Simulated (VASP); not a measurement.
# Nb20H (a cell with a defect) in VASP: single point with LDA

Aim: the single point of Nb20H (a cell with a defect) with LDA.

Everything below comes from runs of VASP 6.6.1. Logs are shortened: lines on timing, memory, paths and dates and some standing lists are left out, and cuts for length are marked.

## (1) The cell of the first run

The cell holds a defect, 21 atoms: a = 7.078 Å, b = 7.078 Å, c = 7.078 Å, α = 80.92°, β = 80.92°, γ = 80.92°.

## (2) Single point, LDA

Contents of INCAR:

```
PREC = Accurate
ENCUT = 400
EDIFF = 1E-6
ISMEAR = 0
SIGMA = 0.1
LREAL = F
LASPH = T
NELM = 120
ALGO = Normal
ISIF = 2
LWAVE = F
LCHARG = T
LELF = T
LVHAR = T
NBANDS = 146
GGA_COMPAT = F
```

Contents of KPOINTS:

```
Automatic mesh
0
Gamma
  3 3 3
```

Contents of POSCAR:

```
Nb20H
1.0
   -4.8714952684     -4.8714952684      1.6238317561
   -4.8714952684      1.6238317561     -4.8714952684
    1.6238317561     -4.8714952684     -4.8714952684
Nb H
20 1
Direct
    0.7998403745      0.7962171543      0.7909167284
    0.4011640969      0.9001722281      0.8991792065
    0.9005733473      0.3999970117      0.8994160537
    0.9008201093      0.8998190819      0.3988370701
    0.5971283332      0.5967900901      0.5993545491
    0.1987775204      0.6994359149      0.6990480976
    0.7002963489      0.1997520364      0.6992913186
    0.3001595751      0.3010927075      0.8011960876
    0.6975832291      0.6920877398      0.2054859124
    0.2993619248      0.8004081366      0.3006565478
    0.8003876911      0.2984568433      0.3016925541
    0.3987868494      0.4000029545      0.4012052034
   -0.0012005862      0.4988995608      0.4998289983
    0.4993517936     -0.0004128814      0.5006248627
    0.1009555943      0.1005620806      0.6012220147
    0.4982965735      0.5015193519     -0.0004024124
    0.1007009189      0.6002400472      0.0996941952
    0.5944987813      0.1078964919      0.1024190156
    0.2006451092      0.2032023322      0.2028700934
    0.0090702746      0.0037686170      0.0001709537
    0.7758938666      0.8999989343      0.0240830676
```

Potentials or basis: VASP PAW LDA potentials, release 64 (Nb_sv, H).

On the command line:

```bash
$ cat potpaw_LDA.64/Nb_sv/POTCAR potpaw_LDA.64/H/POTCAR > POTCAR
$ mpirun -np 1 vasp_std > vasp.out
```

OUTCAR:

```text
PREC = Accurate
   ENCUT = 400
   EDIFF = 1E-6
   ISMEAR = 0
   LREAL = F
   LASPH = T
   NELM = 120
   ISIF = 2

 ion  position               nearest neighbor table
   1  0.800  0.796  0.791-  21 1.88   4 2.77   5 2.78   6 2.80   3 2.80   2 2.82   7 2.83   9 2.91
                            20 2.93
   2  0.401  0.900  0.899-  20 2.77  14 2.80  16 2.80   1 2.82   8 2.82  10 2.82   6 2.83  18 2.83

   3  0.901  0.400  0.899-   1 2.80  20 2.80   8 2.81  13 2.81   7 2.82  17 2.82  16 2.83  11 2.83

   4  0.901  0.900  0.399-   1 2.77  10 2.80  11 2.80  20 2.82  13 2.82  14 2.82  15 2.83   9 2.83

   5  0.597  0.597  0.599-   9 2.77  12 2.78   1 2.78   7 2.80   6 2.80  16 2.81  13 2.82  14 2.83

   6  0.199  0.699  0.699-   1 2.80  10 2.80   5 2.80   8 2.81  13 2.81  17 2.81  15 2.82   2 2.83

   7  0.700  0.200  0.699-  11 2.80   5 2.80  14 2.81  15 2.81   3 2.82   8 2.82   1 2.83  18 2.83

   8  0.300  0.301  0.801-  16 2.80   6 2.81   3 2.81  12 2.81  15 2.81   7 2.82   2 2.82  19 2.82

   9  0.698  0.692  0.205-  21 1.89   5 2.77  11 2.77  16 2.79  10 2.80  17 2.83   4 2.83   1 2.91
                            18 2.92
  10  0.299  0.800  0.301-   4 2.80   6 2.80   9 2.80  14 2.81  17 2.81  12 2.82   2 2.82  19 2.83
[... 9 lines left out ...]
  15  0.101  0.101  0.601-  20 2.80  14 2.80  19 2.80  13 2.81   8 2.81   7 2.81   6 2.82   4 2.83

  16  0.498  0.502  1.000-  18 2.77   9 2.79  17 2.80   8 2.80   2 2.80   5 2.81  12 2.82   3 2.83

  17  0.101  0.600  0.100-  16 2.80  19 2.80  10 2.81   6 2.81   3 2.82  13 2.82  20 2.83   9 2.83

  18  0.594  0.108  0.102-  21 1.89  19 2.77  16 2.77  11 2.79  14 2.80   7 2.83   2 2.83  20 2.91
                             9 2.92
  19  0.201  0.203  0.203-  18 2.77  12 2.78  20 2.78  17 2.80  15 2.80  11 2.81   8 2.82  10 2.83

  20  0.009  0.004  0.000-  21 1.88   2 2.77  19 2.78  15 2.80   3 2.80   4 2.82  17 2.83  18 2.91
                             1 2.93
  21  0.776  0.900  0.024-   1 1.88  20 1.88  18 1.89   9 1.89

  LATTYP: Found a trigonal (rhomboedric) cell.
 ALAT       =     7.0781185263
 COS(alpha) =     0.1578947368

  Lattice vectors:

 A1 = (  -4.8714952684,  -4.8714952684,   1.6238317561)
 A2 = (  -4.8714952684,   1.6238317561,  -4.8714952684)
 A3 = (   1.6238317561,  -4.8714952684,  -4.8714952684)

Analysis of symmetry for initial positions (statically):
=====================================================================
 Subroutine PRICEL returns:
 Original cell was already a primitive cell.

 Routine SETGRP: Setting up the symmetry group for a
 trigonal (rhombohedral) supercell.

 Subroutine GETGRP returns: Found  1 space group operations
 (whereof  1 operations were pure point group operations)
 out of a pool of 12 trial point group operations.

The static configuration has the point symmetry C_1 .

Analysis of symmetry for dynamics (positions and initial velocities):
=====================================================================
 Subroutine PRICEL returns:
 Original cell was already a primitive cell.

 Routine SETGRP: Setting up the symmetry group for a
 trigonal (rhombohedral) supercell.

 Subroutine GETGRP returns: Found  1 space group operations
 (whereof  1 operations were pure point group operations)
 out of a pool of 12 trial point group operations.

The dynamic configuration has the point symmetry C_1 .

 Subroutine INISYM returns: Found  1 space group operations
 (whereof  1 operations are pure point group operations),
 and found     1 'primitive' translations

----------------------------------------------------------------------------------------

                                     Primitive cell

  volume of cell :     342.5414

  direct lattice vectors                    reciprocal lattice vectors
    -4.871495268 -4.871495268  1.623831756    -0.092374102 -0.092374102  0.061582735
    -4.871495268  1.623831756 -4.871495268    -0.092374102  0.061582735 -0.092374102
     1.623831756 -4.871495268 -4.871495268     0.061582735 -0.092374102 -0.092374102

  length of vectors
     7.078118526  7.078118526  7.078118526     0.144424314  0.144424314  0.144424314

  position of ions in fractional coordinates (direct lattice)
     0.799840375  0.796217154  0.790916728
     0.401164097  0.900172228  0.899179207
     0.900573347  0.399997012  0.899416054
     0.900820109  0.899819082  0.398837070
     0.597128333  0.596790090  0.599354549
     0.198777520  0.699435915  0.699048098
[... 13 lines left out ...]
     0.009070275  0.003768617  0.000170954
     0.775893867  0.899998934  0.024083068

  ion indices of the primitive-cell ions
   primitive index   ion index
                 1           1
                 2           2
                 3           3
                 4           4
                 5           5
                 6           6
[... 13 lines left out ...]
                20          20
                21          21

----------------------------------------------------------------------------------------

 KPOINTS: Automatic mesh

Automatic generation of k-mesh.
 Grid dimensions read from file:
 generate k-points for:    3    3    3

 Generating k-lattice:

  Cartesian coordinates                     Fractional coordinates (reciprocal lattice)
    -0.030791367 -0.030791367  0.020527578     0.333333333  0.000000000  0.000000000
    -0.030791367  0.020527578 -0.030791367     0.000000000  0.333333333  0.000000000
     0.020527578 -0.030791367 -0.030791367     0.000000000  0.000000000  0.333333333

  Length of vectors
     0.048141438  0.048141438  0.048141438

  Shift w.r.t. Gamma in fractional coordinates (k-lattice)
     0.000000000  0.000000000  0.000000000

 Subroutine IBZKPT returns following result:
 ===========================================

 Found     14 irreducible k-points:

 Following reciprocal coordinates:
            Coordinates               Weight
  0.000000  0.000000  0.000000      1.000000
  0.333333 -0.000000 -0.000000      2.000000
 -0.000000  0.333333  0.000000      2.000000
 -0.000000 -0.000000  0.333333      2.000000
  0.333333  0.333333 -0.000000      2.000000
 -0.333333  0.000000 -0.333333      2.000000
  0.000000  0.333333  0.333333      2.000000
 -0.333333  0.333333  0.000000      2.000000
  0.333333  0.000000 -0.333333      2.000000
  0.000000 -0.333333  0.333333      2.000000
  0.333333  0.333333  0.333333      2.000000
 -0.333333  0.333333  0.333333      2.000000
  0.333333 -0.333333  0.333333      2.000000
  0.333333  0.333333 -0.333333      2.000000
   k-points           NKPTS =     14   k-points in BZ     NKDIM =     14   number of bands    NBANDS=    146
   number of dos      NEDOS =    301   number of ions     NIONS =     21
   total plane-waves  NPLWV = 110592
   dimension x,y,z NGX =    48 NGY =   48 NGZ =   48
   dimension x,y,z NGXF=    96 NGYF=   96 NGZF=   96
   ions per type =              20   1
   NGX,Y,Z   is equivalent  to a cutoff of  11.27, 11.27, 11.27 a.u.
   NGXF,Y,Z  is equivalent  to a cutoff of  22.55, 22.55, 22.55 a.u.
 SYSTEM =  unknown system
   PREC   = accura    normal or accurate (medium, high low for compatibility)
   ISTART =      0    job   : 0-new  1-cont  2-samecut
   ICHARG =      2    charge: 1-file 2-atom 10-const
   ISPIN  =      1    spin polarized calculation?
   LNONCOLLINEAR =      F non collinear calculations
   LSORBIT =      F    spin-orbit coupling
   LASPH  =      T    aspherical Exc in radial PAW
   ENCUT  =  400.0 eV  29.40 Ry    5.42 a.u.  11.54 11.54 11.54*2*pi/ulx,y,z
   NELM   =    120;   NELMIN=  2; NELMDL= -5     # of ELM steps
   EDIFF  = 0.1E-05   stopping-criterion for ELM
   LREAL  =      F    real-space projection
   EDIFFG = 0.1E-04   stopping-criterion for IOM
   NSW    =      0    number of steps for IOM
   IBRION =     -1    ionic relax: 0-MD 1-quasi-New 2-CG
   NFREE  =      0    steps in history (QN), initial steepest desc. (CG)
   ISIF   =      2    stress and relaxation
   ISYM   =      2    0-nonsym 1-usesym 2-fastsym
   POTIM  = 0.5000    time-step for ionic-motion
   TEBEG  =    0.0;   TEEND  =   0.0 temperature during run
   PSTRESS=    0.0 pullay stress
   NELECT =     261.0000    total number of electrons
   NUPDOWN=      -1.0000    fix difference up-down
   EMIN   =  10.00;   EMAX   =-10.00  energy-range for DOS
   EFERMI =   0.00;   METHOD = LEGACY
   ISMEAR =     0;   SIGMA  =   0.10  broadening in eV -4-tet -1-fermi 0-gaus
   EFERMI_NEDOS =   21; number of points for ismear=-14 and -15
   IALGO  =     38    algorithm
   IMIX   =      4    mixing-type and parameters
     AMIX     =   0.40;   BMIX     =  1.00
     AMIX_MAG =   1.60;   BMIX_MAG =  1.00
  volume/ion in A,a.u.               =      16.31       110.08
  Fermi-wavevector in a.u.,A,eV,Ry     =   1.495262  2.825636 30.420022  2.235809
  Thomas-Fermi vector in A             =   2.607429
   LORBIT       =      0    0 simple, 1 ext, 2 COOP (PROOUT), +10 PAW based schemes
   GGA     = CA    functional components
   LHFCALC =     F    Hartree Fock is set to
   AEXX    =    0.0000 exact exchange contribution
   IVDW    =     0    specifies the selected vdW correction
   LEPSILON=     F    determine dielectric tensor
   LRPA    =     F    only Hartree local field effects (RPA)
 non-spin polarized calculation
 Gauss-broadening in eV      SIGMA  =   0.10
  energy-cutoff  :      400.00
  volume of cell :      342.54
 maximum number of plane-waves:      6243
 NGX is ok and might be reduce to    48
   NGX = 23   NGY = 23   NGZ = 23

 number of electron     261.0000001 magnetization

 Free energy of the ion-electron system (eV)
  ---------------------------------------------------
  ext. energy  EPLUGINS =         0.00000000
  ---------------------------------------------------
  free energy    TOTEN  =      -229.25883252 eV

  energy without entropy =     -229.13306749  energy(sigma->0) =     -229.19595001

 E-fermi :  11.7893     XC(G=0): -13.0031

 val. band max:       11.7889124219   @ k =   0.3333  -0.3333   0.3333
 cond. band min:      11.7962105445   @ k =   0.3333   0.0000  -0.3333
 fundamental gap:      0.0072981226
 Fermi energy:        11.7893192110

 k-point     1 :       0.0000    0.0000    0.0000
  band No.  band energies     occupation
      1     -42.2526      2.00000
      2     -42.0524      2.00000
      3     -42.0506      2.00000
      4     -42.0349      2.00000
      5     -42.0294      2.00000
      6     -42.0154      2.00000
[... 2019 lines left out ...]
    141      13.3387      0.00000
    142      13.4839      0.00000
 [bands above 142 left out]

------------------------ aborting loop because EDIFF is reached ----------------------------------------

  FORCE on cell =-STRESS in cart. coord.  units (eV):
  Direction    XX          YY          ZZ          XY          YZ          ZX
  --------------------------------------------------------------------------------------
  -------------------------------------------------------------------------------------
  Total        1.9865392      1.9923249      1.9877693     -0.7436684     -0.7435530     -0.7507769
  in kB        9.2916883      9.3187501      9.2974419     -3.4783784     -3.4778385     -3.5116272
  external PRESSURE =       9.3026268 kB  Pullay stress =       0.0000000 kB

 VOLUME and BASIS-vectors are now :
 -----------------------------------------------------------------------------
  energy-cutoff  :      400.00
  volume of cell :      342.54
      direct lattice vectors                 reciprocal lattice vectors
    -4.871495268 -4.871495268  1.623831756    -0.092374102 -0.092374102  0.061582735
    -4.871495268  1.623831756 -4.871495268    -0.092374102  0.061582735 -0.092374102
     1.623831756 -4.871495268 -4.871495268     0.061582735 -0.092374102 -0.092374102

 POSITION                                       TOTAL-FORCE (eV/Angst)
 -----------------------------------------------------------------------------------
     -6.49087     -6.45644     -6.43291         0.001769     -0.001473     -0.003673
     -4.87934     -4.87289     -8.11411        -0.001363     -0.003019     -0.000779
     -4.87522     -8.11911     -4.86770         0.001424     -0.000289     -0.001198
     -8.12416     -4.87012     -4.86362         0.000646      0.003025      0.001509
     -4.84292     -4.85957     -4.85738         0.000152     -0.000179     -0.000451
     -3.24051     -3.23799     -6.48993        -0.001426     -0.001499     -0.000717
[... 13 lines left out ...]
     -0.06227     -0.03890     -0.00446         0.003109      0.002097     -0.001297
     -8.12500     -2.43564     -3.24174         0.000548     -0.000181     -0.000518
 -----------------------------------------------------------------------------------
    total drift:                               -0.000165      0.000317     -0.000301

  FREE ENERGIE OF THE ION-ELECTRON SYSTEM (eV)
  ---------------------------------------------------
  free  energy   TOTEN  =      -229.2588325207 eV

  energy  without entropy=     -229.1330674930  energy(sigma->0) =     -229.19595001
```

It took 9.8 min on 1 thread of AMD EPYC 9R45 (Zen 5), shared host; peak memory 0.42 GiB.

Results:

```
Free energy            : -229.2588 eV
Pressure               : 0.9 GPa
Largest force          : 0.007 eV/Å
Band gap on the k mesh : zero (an odd number of electrons rules out a gap without spin polarisation)
```

Forces in eV/Å, atoms in the order of the input:
```
Nb   0.002 -0.001 -0.004
Nb  -0.001 -0.003 -0.001
Nb   0.001  0.000 -0.001
Nb   0.001  0.003  0.002
Nb   0.000  0.000  0.000
Nb  -0.001 -0.001 -0.001
Nb   0.002 -0.002  0.000
Nb  -0.002 -0.001  0.001
Nb  -0.006  0.003 -0.001
Nb   0.000  0.001  0.001
Nb  -0.001 -0.002  0.002
Nb   0.003  0.000 -0.003
Nb   0.000  0.001  0.002
Nb   0.000 -0.001  0.000
Nb   0.001  0.002  0.001
Nb  -0.003  0.002  0.000
Nb   0.001  0.002 -0.002
Nb   0.000 -0.003  0.007
Nb   0.001  0.001  0.000
Nb   0.003  0.002 -0.001
H    0.001  0.000 -0.001
```

Levels at points of the mesh, in eV from the Fermi level:
```
           k point  band 128  band 129  band 130  band 131  band 132  band 133
(0.00, 0.00, 0.00)     -0.28     -0.26      0.27      0.27      0.29      0.37
```
